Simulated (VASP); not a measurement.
# ZnO (e600) (P6_3mc) in VASP: single point with PBEsol

Aim: the single point of ZnO (e600) with PBEsol.

Everything below comes from runs of VASP 6.6.1. Logs are shortened: lines on timing, memory, paths and dates and some standing lists are left out, and cuts for length are marked.

**Measured values to compare with.**

From “Electronic structure of alkaline earth and post-transition metal oxides”, 2009, arxiv:0908.1581, for a bulk crystal of ZnO: band gap 3.37 eV.

The results are compared with them further down.

## 1. The cell of the first run

Symmetry: P6_3mc, No. 186, hexagonal system. The conventional cell has a = 3.231 Å, b = 3.231 Å, c = 5.215 Å, α = 90.00°, β = 90.00°, γ = 120.00°. Zn (site symmetry 3m) has 4 O at 1.97 to 1.98 Å within 2.6 Å. O (site symmetry 3m) has 4 Zn at 1.97 to 1.98 Å within 2.6 Å.

## 2. Single point, PBEsol

Contents of INCAR:

```
SYSTEM = ZnO
PREC = Accurate
ENCUT = 520
EDIFF = 1E-6
ISMEAR = 0
SIGMA = 0.02
LREAL = .False.
LASPH = .True.
NELM = 80
ALGO = Normal
ISIF = 2
LWAVE = .False.
LCHARG = .False.
GGA = PS
NBANDS = 26
```

Contents of KPOINTS:

```
regular mesh
0
Gamma
  9 9 6
  0 0 0
```

Contents of POSCAR:

```
ZnO
1.0
    3.2309721498      0.0000000000      0.0000000000
   -1.6154860749      2.7981039606      0.0000000000
    0.0000000000      0.0000000000      5.2154102488
Zn O
2 2
Direct
    0.3333333333      0.6666666667      0.0020260005
    0.6666666667      0.3333333333      0.5020260005
    0.3333333333      0.6666666667      0.3809739995
    0.6666666667      0.3333333333      0.8809739995
```

Potentials or basis: VASP PAW PBE potentials, release 64 (Zn, O).

Started as:

```sh
$ cat potpaw_PBE.64/Zn/POTCAR potpaw_PBE.64/O/POTCAR > POTCAR
$ mpirun -np 1 vasp_std > vasp.out
```

OUTCAR:

```text
SYSTEM = ZnO
   PREC = Accurate
   ENCUT = 520
   EDIFF = 1E-6
   ISMEAR = 0
   LREAL = .False.
   LASPH = .True.
   NELM = 80
   ISIF = 2
   GGA = PS

 ion  position               nearest neighbor table
   1  0.333  0.667  0.002-   4 1.97   4 1.97   4 1.97   3 1.98
   2  0.667  0.333  0.502-   3 1.97   3 1.97   3 1.97   4 1.98
   3  0.333  0.667  0.381-   2 1.97   2 1.97   2 1.97   1 1.98
   4  0.667  0.333  0.881-   1 1.97   1 1.97   1 1.97   2 1.98

  LATTYP: Found a hexagonal cell.
 ALAT       =     3.2309721498
 C/A-ratio  =     1.6141922638

  Lattice vectors:

 A1 = (   3.2309721498,   0.0000000000,   0.0000000000)
 A2 = (  -1.6154860749,   2.7981039606,   0.0000000000)
 A3 = (   0.0000000000,   0.0000000000,   5.2154102488)

Analysis of symmetry for initial positions (statically):
=====================================================================
 Subroutine PRICEL returns:
 Original cell was already a primitive cell.

 Routine SETGRP: Setting up the symmetry group for a
 hexagonal supercell.

 Subroutine GETGRP returns: Found 12 space group operations
 (whereof  6 operations were pure point group operations)
 out of a pool of 24 trial point group operations.

The static configuration has the point symmetry C_3v.
 The point group associated with its full space group is C_6v.

Analysis of symmetry for dynamics (positions and initial velocities):
=====================================================================
 Subroutine PRICEL returns:
 Original cell was already a primitive cell.

 Routine SETGRP: Setting up the symmetry group for a
 hexagonal supercell.

 Subroutine GETGRP returns: Found 12 space group operations
 (whereof  6 operations were pure point group operations)
 out of a pool of 24 trial point group operations.

The dynamic configuration has the point symmetry C_3v.
 The point group associated with its full space group is C_6v.

 Subroutine INISYM returns: Found 12 space group operations
 (whereof  6 operations are pure point group operations),
 and found     1 'primitive' translations

----------------------------------------------------------------------------------------

                                     Primitive cell

  volume of cell :      47.1504

  direct lattice vectors                    reciprocal lattice vectors
     3.230972150  0.000000000  0.000000000     0.309504370  0.178692431  0.000000000
    -1.615486075  2.798103961  0.000000000     0.000000000  0.357384863  0.000000000
     0.000000000  0.000000000  5.215410249     0.000000000  0.000000000  0.191739471

  length of vectors
     3.230972150  3.230972150  5.215410249     0.357384863  0.357384863  0.191739471

  position of ions in fractional coordinates (direct lattice)
     0.333333333  0.666666667  0.002026001
     0.666666667  0.333333333  0.502026001
     0.333333333  0.666666667  0.380973999
     0.666666667  0.333333333  0.880973999

  ion indices of the primitive-cell ions
   primitive index   ion index
                 1           1
                 2           2
                 3           3
                 4           4

----------------------------------------------------------------------------------------

 KPOINTS: regular mesh

Automatic generation of k-mesh.
 Grid dimensions read from file:
 generate k-points for:    9    9    6

 Generating k-lattice:

  Cartesian coordinates                     Fractional coordinates (reciprocal lattice)
     0.034389374  0.019854715  0.000000000     0.111111111 -0.000000000  0.000000000
     0.000000000  0.039709429  0.000000000     0.000000000  0.111111111  0.000000000
     0.000000000  0.000000000  0.031956578     0.000000000  0.000000000  0.166666667

  Length of vectors
     0.039709429  0.039709429  0.031956578

  Shift w.r.t. Gamma in fractional coordinates (k-lattice)
     0.000000000  0.000000000  0.000000000

 Subroutine IBZKPT returns following result:
 ===========================================

 Found     48 irreducible k-points:

 Following reciprocal coordinates:
            Coordinates               Weight
  0.000000  0.000000  0.000000      1.000000
  0.111111  0.000000  0.000000      6.000000
  0.222222  0.000000  0.000000      6.000000
  0.333333  0.000000  0.000000      6.000000
  0.444444  0.000000  0.000000      6.000000
  0.111111  0.111111  0.000000      6.000000
[... 16 lines left out ...]
  0.333333  0.222222  0.166667     24.000000
  0.333333  0.333333  0.166667      4.000000
 [... further k-points ...]
   k-points           NKPTS =     48   k-points in BZ     NKDIM =     48   number of bands    NBANDS=     26
   number of dos      NEDOS =    301   number of ions     NIONS =      4
   total plane-waves  NPLWV =  23040
   dimension x,y,z NGX =    24 NGY =   24 NGZ =   40
   dimension x,y,z NGXF=    48 NGYF=   48 NGZF=   80
   ions per type =               2   2
   NGX,Y,Z   is equivalent  to a cutoff of  12.35, 12.35, 12.75 a.u.
   NGXF,Y,Z  is equivalent  to a cutoff of  24.70, 24.70, 25.50 a.u.
 SYSTEM =  ZnO
   PREC   = accura    normal or accurate (medium, high low for compatibility)
   ISTART =      0    job   : 0-new  1-cont  2-samecut
   ICHARG =      2    charge: 1-file 2-atom 10-const
   ISPIN  =      1    spin polarized calculation?
   LNONCOLLINEAR =      F non collinear calculations
   LSORBIT =      F    spin-orbit coupling
   LASPH  =      T    aspherical Exc in radial PAW
   ENCUT  =  520.0 eV  38.22 Ry    6.18 a.u.   6.01  6.01  9.70*2*pi/ulx,y,z
   NELM   =     80;   NELMIN=  2; NELMDL= -5     # of ELM steps
   EDIFF  = 0.1E-05   stopping-criterion for ELM
   LREAL  =      F    real-space projection
   EDIFFG = 0.1E-04   stopping-criterion for IOM
   NSW    =      0    number of steps for IOM
   IBRION =     -1    ionic relax: 0-MD 1-quasi-New 2-CG
   NFREE  =      0    steps in history (QN), initial steepest desc. (CG)
   ISIF   =      2    stress and relaxation
   ISYM   =      2    0-nonsym 1-usesym 2-fastsym
   POTIM  = 0.5000    time-step for ionic-motion
   TEBEG  =    0.0;   TEEND  =   0.0 temperature during run
   PSTRESS=    0.0 pullay stress
   NELECT =      36.0000    total number of electrons
   NUPDOWN=      -1.0000    fix difference up-down
   EMIN   =  10.00;   EMAX   =-10.00  energy-range for DOS
   EFERMI =   0.00;   METHOD = LEGACY
   ISMEAR =     0;   SIGMA  =   0.02  broadening in eV -4-tet -1-fermi 0-gaus
   EFERMI_NEDOS =   21; number of points for ismear=-14 and -15
   IALGO  =     38    algorithm
   IMIX   =      4    mixing-type and parameters
     AMIX     =   0.40;   BMIX     =  1.00
     AMIX_MAG =   1.60;   BMIX_MAG =  1.00
  volume/ion in A,a.u.               =      11.79        79.55
  Fermi-wavevector in a.u.,A,eV,Ry     =   1.496283  2.827565 30.461589  2.238864
  Thomas-Fermi vector in A             =   2.608320
   LORBIT       =      0    0 simple, 1 ext, 2 COOP (PROOUT), +10 PAW based schemes
   GGA     = PS    functional components
   LHFCALC =     F    Hartree Fock is set to
   AEXX    =    0.0000 exact exchange contribution
   IVDW    =     0    specifies the selected vdW correction
   LEPSILON=     F    determine dielectric tensor
   LRPA    =     F    only Hartree local field effects (RPA)
 non-spin polarized calculation
 Gauss-broadening in eV      SIGMA  =   0.02
  energy-cutoff  :      520.00
  volume of cell :       47.15
 maximum number of plane-waves:      1290
   NGX = 13   NGY = 13   NGZ = 19

 number of electron      36.0000027 magnetization

 Free energy of the ion-electron system (eV)
  ---------------------------------------------------
  ext. energy  EPLUGINS =         0.00000000
  ---------------------------------------------------
  free energy    TOTEN  =       -19.41071069 eV

  energy without entropy =      -19.41071069  energy(sigma->0) =      -19.41071069

 E-fermi :   1.2307     XC(G=0): -11.2370

 val. band max:        1.1410918487   @ k =   0.0000   0.0000   0.0000
 cond. band min:       1.8293130515   @ k =   0.0000   0.0000   0.0000
 fundamental gap:      0.6882212027
 Fermi energy:         1.2307347438

 k-point     1 :       0.0000    0.0000    0.0000
  band No.  band energies     occupation
      1     -16.9827      2.00000
      2     -16.2283      2.00000
      3      -4.6636      2.00000
      4      -4.6243      2.00000
      5      -4.6243      2.00000
      6      -4.5810      2.00000
[... 18 lines left out ...]
     25      15.2546      0.00000
     26      15.2546      0.00000

 k-point     2 :       0.1111    0.0000    0.0000
  band No.  band energies     occupation
      1     -16.9122      2.00000
      2     -16.1969      2.00000
      3      -4.7133      2.00000
      4      -4.5846      2.00000
      5      -4.5575      2.00000
      6      -4.5391      2.00000
[... 18 lines left out ...]
     25      15.2176      0.00000
     26      15.4027      0.00000

 k-point     3 :       0.2222    0.0000    0.0000
  band No.  band energies     occupation
      1     -16.7236      2.00000
      2     -16.1214      2.00000
      3      -4.8785      2.00000
      4      -4.5387      2.00000
      5      -4.4919      2.00000
      6      -4.3996      2.00000
[... 18 lines left out ...]
     25      14.5160      0.00000
     26      15.3602      0.00000

 k-point     4 :       0.3333    0.0000    0.0000
  band No.  band energies     occupation
      1     -16.4834      2.00000
      2     -16.0508      2.00000
      3      -4.9736      2.00000
      4      -4.6024      2.00000
      5      -4.4077      2.00000
      6      -4.2204      2.00000
[... 18 lines left out ...]
     25      14.4802      0.00000
     26      15.1909      0.00000

 k-point     5 :       0.4444    0.0000    0.0000
  band No.  band energies     occupation
      1     -16.2943      2.00000
      2     -16.0306      2.00000
      3      -4.9212      2.00000
      4      -4.6950      2.00000
      5      -4.3688      2.00000
      6      -4.0410      2.00000
[... 18 lines left out ...]
     25      14.2839      0.00000
     26      15.3244      0.00000

 k-point     6 :       0.1111    0.1111    0.0000
  band No.  band energies     occupation
      1     -16.7824      2.00000
      2     -16.1435      2.00000
      3      -4.7984      2.00000
      4      -4.6054      2.00000
      5      -4.4799      2.00000
      6      -4.4467      2.00000
[... 427 lines left out ...]
 k-point    21 :       0.4444    0.1111    0.1667
  band No.  band energies     occupation
      1     -16.2214      2.00000
      2     -16.0445      2.00000
      3      -4.8786      2.00000
      4      -4.7129      2.00000
      5      -4.3700      2.00000
      6      -4.0813      2.00000
[... 18 lines left out ...]
     25      13.8557      0.00000
     26      15.0306      0.00000

 k-point    22 :       0.2222    0.2222    0.1667
  band No.  band energies     occupation
      1     -16.3430      2.00000
      2     -16.0509      2.00000
      3      -4.8045      2.00000
      4      -4.7118      2.00000
      5      -4.3311      2.00000
      6      -4.2884      2.00000
[... 18 lines left out ...]
     25      12.9405      0.00000
     26      16.2057      0.00000

 k-point    23 :       0.3333    0.2222    0.1667
  band No.  band energies     occupation
      1     -16.1883      2.00000
      2     -16.0445      2.00000
      3      -4.7340      2.00000
      4      -4.5411      2.00000
      5      -4.3613      2.00000
      6      -4.1705      2.00000
[... 18 lines left out ...]
     25      13.7249      0.00000
     26      15.2786      0.00000

 k-point    24 :       0.3333    0.3333    0.1667
  band No.  band energies     occupation
      1     -16.0890      2.00000
      2     -16.0890      2.00000
      3      -4.6591      2.00000
      4      -4.3897      2.00000
      5      -4.3897      2.00000
      6      -4.0607      2.00000
[... 18 lines left out ...]
     25      14.3961      0.00000
     26      15.4993      0.00000

 [... further k-points ...]

------------------------ aborting loop because EDIFF is reached ----------------------------------------

  FORCE on cell =-STRESS in cart. coord.  units (eV):
  Direction    XX          YY          ZZ          XY          YZ          ZX
  --------------------------------------------------------------------------------------
  -------------------------------------------------------------------------------------
  Total        0.1850579      0.1850579      0.1893103      0.0000000      0.0000000      0.0000000
  in kB        6.2882901      6.2882901      6.4327904      0.0000000      0.0000000      0.0000000
  external PRESSURE =       6.3364569 kB  Pullay stress =       0.0000000 kB

 VOLUME and BASIS-vectors are now :
 -----------------------------------------------------------------------------
  energy-cutoff  :      520.00
  volume of cell :       47.15
      direct lattice vectors                 reciprocal lattice vectors
     3.230972150  0.000000000  0.000000000     0.309504370  0.178692431  0.000000000
    -1.615486075  2.798103961  0.000000000     0.000000000  0.357384863  0.000000000
     0.000000000  0.000000000  5.215410249     0.000000000  0.000000000  0.191739471

 POSITION                                       TOTAL-FORCE (eV/Angst)
 -----------------------------------------------------------------------------------
     -0.00000      1.86540      0.01057         0.000000     -0.000000      0.001399
      1.61549      0.93270      2.61827        -0.000000      0.000000      0.001399
     -0.00000      1.86540      1.98694        -0.000000      0.000000     -0.001399
      1.61549      0.93270      4.59464         0.000000      0.000000     -0.001399
 -----------------------------------------------------------------------------------
    total drift:                               -0.000000     -0.000000      0.002416

  FREE ENERGIE OF THE ION-ELECTRON SYSTEM (eV)
  ---------------------------------------------------
  free  energy   TOTEN  =       -19.4107106915 eV

  energy  without entropy=      -19.4107106915  energy(sigma->0) =      -19.41071069
```

It took 34 s on 1 thread of Intel Xeon Platinum 8124M at 3.00GHz (Skylake/Cascade Lake), shared host; peak memory 0.18 GiB.

Results:

| Item | Value |
| --- | --- |
| Free energy | -19.4107 eV |
| Pressure | 0.6 GPa |
| Band gap on the k mesh | 0.69 eV, direct |

Levels at points of the mesh, in eV from the valence-band top:
```tsv
k point	band 16	band 17	band 18	band 19	band 20	band 21
(0.00, 0.00, 0.00)	-0.09	0.00	0.00	0.69	5.15	8.10
(0.00, 0.00, 0.50)	-0.40	-0.40	-0.40	3.38	3.38	9.95
```

Caveat: the PAW data sets were made with another functional, which shifts forces and pressure a little.

## 3. Against experiment

Step 2. A measured gap of ZnO is 3.37 eV (quoted in “Electronic structure of alkaline earth and post-transition metal oxides”, 2009, arxiv:0908.1581); the calculated 0.69 eV misses it by -2.68 eV. So large a miss can be the level of theory's own, or it may mean another phase, state or a wrong row. The value is that of PBEsol, without temperature or zero-point motion. Semilocal functionals fall short of measured gaps as a rule.
